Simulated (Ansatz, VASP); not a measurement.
**One calculation of AsSe4, two programs**

File INCAR:

```
SYSTEM = AsSe4
PREC     = Accurate       ! precision mode
ENCUT    = 600            ! plane-wave cutoff, eV
EDIFF    = 1E-6           ! SCF threshold, eV
ISMEAR   = 0              ! smearing method
SIGMA    = 0.1            ! smearing width, eV
LREAL    = .FALSE.        ! projectors in reciprocal space
LASPH    = .TRUE.         ! aspherical terms in the spheres
NELM     = 100            ! most SCF steps
ALGO     = Normal         ! electronic algorithm
ISIF     = 3              ! what is computed and relaxed
LWAVE    = .FALSE.        ! write WAVECAR
LCHARG   = .FALSE.        ! write CHGCAR
GGA      = PE             ! functional
IBRION   = 2              ! ionic algorithm
NSW      = 90             ! ionic steps
EDIFFG   = -0.04          ! ionic threshold
```

Contents of KPOINTS:

```
Automatic mesh
0
G
  6 6 6
  0 0 0
```

POSCAR

```
AsSe4
1.0
   -4.3157985824      4.3157985824      1.7379729279
    4.3157985824     -4.3157985824      1.7379729279
    4.3157985824      4.3157985824     -1.7379729279
As Se
1 4
Direct
    0.0000000000      0.0000000000      0.0000000000
    0.2764523750      0.6422925971      0.9187449721
    0.7235476250      0.3577074029      0.0812550279
    0.3577074029      0.2764523750      0.6341597779
    0.6422925971      0.7235476250      0.3658402221
```

Input for Ansatz:

```yaml
crystal:
  lattice:
    - [-4.3157985824, 4.3157985824, 1.7379729279]
    - [4.3157985824, -4.3157985824, 1.7379729279]
    - [4.3157985824, 4.3157985824, -1.7379729279]
  atoms:
    - { symbol: As, position: [0.0, 0.0, 0.0] }
    - { symbol: Se, position: [0.276452375, 0.6422925971, 0.9187449721] }
    - { symbol: Se, position: [0.723547625, 0.3577074029, 0.0812550279] }
    - { symbol: Se, position: [0.3577074029, 0.276452375, 0.6341597779] }
    - { symbol: Se, position: [0.6422925971, 0.723547625, 0.3658402221] }
basis:
  ecutwfc: 420
kpoints:
  mp_grid: { grid: [6, 6, 6] }
hamiltonian:
  xc: pbe
scf:
  occupations: { method: gaussian, width: 0.1 }
  lower_state_search: "off"
output:
  forces: true
  stress: true
  eigenvalues: true
relax:
  adjacent_minimum: "off"
  f_tol: 0.04
  max_steps: 70
  cell: { stress_tol: 0.4 }
```

Change from the starting cell: species swapped into the ScAu4 type (I4/m, No. 87).

Alike in both runs: task relaxation of cell and atoms; functional PBE; k mesh 6 × 6 × 6; occupations gaussian, width 0.1 eV; no spin polarisation.

```csv
,VASP,Ansatz
version,VASP 6.6.1,Ansatz 0.2.0
potentials or method,"VASP PAW PBE potentials, release 64 (As, Se), cutoff 600 eV","scalar-relativistic, plane waves, PAW"
valence electrons in the cell,29,79
```

|  | VASP | Ansatz | Ansatz less VASP |
| --- | --- | --- | --- |
| gap on the k mesh at the Fermi level, each at its own relaxed structure (eV) | none | none | - |
| relaxed volume (Å³/atom) | 26.06 | 26.26 | +0.202 |
| relaxed cell length with the largest relative difference (Å) | 6.390 | 6.408 | +0.0176 |

A gap of «none» marks a metal or a gap that the smearing closes. VASP's potentials hold 29 valence electrons a cell and Ansatz's 79, so a difference there can come from the potentials and not from the codes.
